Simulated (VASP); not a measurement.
Wanted: the native input for a VASP 6.6.1 run.

```yaml
Task: single point
Functional: PBEsol
Potentials_or_basis: VASP PAW PBE potentials, release 64 (K_sv, Br)
Cutoff: 520 eV
k_mesh: 6 × 6 × 6
Occupations: gaussian, width 0.05 eV
Spin: no spin polarisation
Dipole_correction: no
Further_INCAR_settings: ALGO = Normal; EDIFF = 1e-06; NBANDS = 15
```

The structure of KBr lies in POSCAR:

```
KBr
1.0
    4.0434990000      0.0000000000      0.0000000000
    0.0000000000      4.0434990000      0.0000000000
    0.0000000000      0.0000000000      4.0434990000
K Br
1 1
Direct
    0.0000000000      0.0000000000      0.0000000000
    0.5000000000      0.5000000000      0.5772845498
```

This cell differs from its parent crystal: all Br atoms moved +0.312 Å, as atom 2 along Cartesian [0 0 1].

The input as run:

INCAR

```
PREC = Accurate
ENCUT = 520
EDIFF = 1E-6
ISMEAR = 0
SIGMA = 0.05
LREAL = F
LASPH = T
NELM = 60
ALGO = Normal
ISIF = 2
LWAVE = F
LCHARG = F
GGA = PS
NBANDS = 15
```

KPOINTS

```
Automatic mesh
0
Gamma
  6 6 6
```

Potentials or basis: VASP PAW PBE potentials, release 64 (K_sv, Br).

Run with:

```sh
$ cat potpaw_PBE.64/K_sv/POTCAR potpaw_PBE.64/Br/POTCAR > POTCAR
$ mpirun -np 1 vasp_std > vasp.out
```

It gave:

```yaml
Pressure: -0.8 GPa
Largest_force: 0.140 eV/Å
Band_gap_on_the_k_mesh: 3.73 eV (least direct gap 4.00 eV)
```

Caveat: the cell differs from its parent crystal (all Br atoms moved +0.312 Å, as atom 2 along Cartesian [0 0 1]); the PAW data sets were made with another functional, which shifts forces and pressure a little.

Run time: 16 s on 1 thread of Intel(R) Xeon(R) Platinum 8488C (Sapphire Rapids) (shared host), peak memory 0.18 GiB.
